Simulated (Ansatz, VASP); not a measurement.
# One calculation of SiAu3, two programs

Contents of INCAR:

```
SYSTEM = SiAu3
  PREC = Accurate
  ENCUT = 520
  EDIFF = 1E-6
  ISMEAR = -1
  SIGMA = 0.05
  LREAL = .False.
  LASPH = .True.
  NELM = 60
  ALGO = Normal
  ISIF = 2
  LWAVE = .False.
  LCHARG = .True.
  GGA = PE
  LELF = .True.
  LVHAR = .True.
  NBANDS = 26
```

KPOINTS

```
Automatic mesh
0
Gamma
  7 7 7
  0 0 0
```

Contents of POSCAR:

```
SiAu3
1.0
    0.0000000000      3.2857340000      3.2857340000
    3.2857340000      0.0000000000      3.2857340000
    3.2857340000      3.2857340000      0.0000000000
Au Si
3 1
Direct
    0.5000000000      0.5000000000      0.5000000000
    0.7500000000      0.7500000000      0.7500000000
    0.2500000000      0.2500000000      0.2500000000
    0.0000000000      0.0000000000      0.0000000000
```

The input input.yaml:

```yaml
crystal:
  lattice:
    - [0.0, 3.285734, 3.285734]
    - [3.285734, 0.0, 3.285734]
    - [3.285734, 3.285734, 0.0]
  atoms:
    - { symbol: Au, position: [0.5, 0.5, 0.5] }
    - { symbol: Au, position: [0.75, 0.75, 0.75] }
    - { symbol: Au, position: [0.25, 0.25, 0.25] }
    - { symbol: Si, position: [0.0, 0.0, 0.0] }
hamiltonian:
  xc: pbe
  pseudopotentials: { kind: paw }
kpoints:
  mp_grid: { grid: [7, 7, 7] }
scf:
  occupations: { method: fermi_dirac, width: 0.05 }
output:
  forces: true
  stress: true
  eigenvalues: true
```

Alike in both runs: task single point; functional PBE; k mesh 7 × 7 × 7; occupations fermi-dirac, width 0.05 eV; no spin polarisation.

|  | VASP | Ansatz |
| --- | --- | --- |
| version | VASP 6.6.1 | Ansatz 0.2.0 |
| potentials or method | VASP PAW PBE potentials, release 64 (Au, Si) | Ansatz PAW |
| plane-wave cutoff (eV) | 520 | 420 |
| valence electrons in the cell | 37 | 61 |

Ansatz gave:

```
gap on the k mesh at the Fermi level (eV) : none
pressure (GPa)                            : -1.1
```

Problem. What did VASP give for the same quantities?

Solution. gap on the k mesh at the Fermi level (eV): none; pressure (GPa): -1.3.

A gap of «none» marks a metal or a gap that the smearing closes. VASP's potentials hold 37 valence electrons a cell and Ansatz's 61, so a difference there can come from the potentials and not from the codes.

Spin-orbit coupling is off throughout.
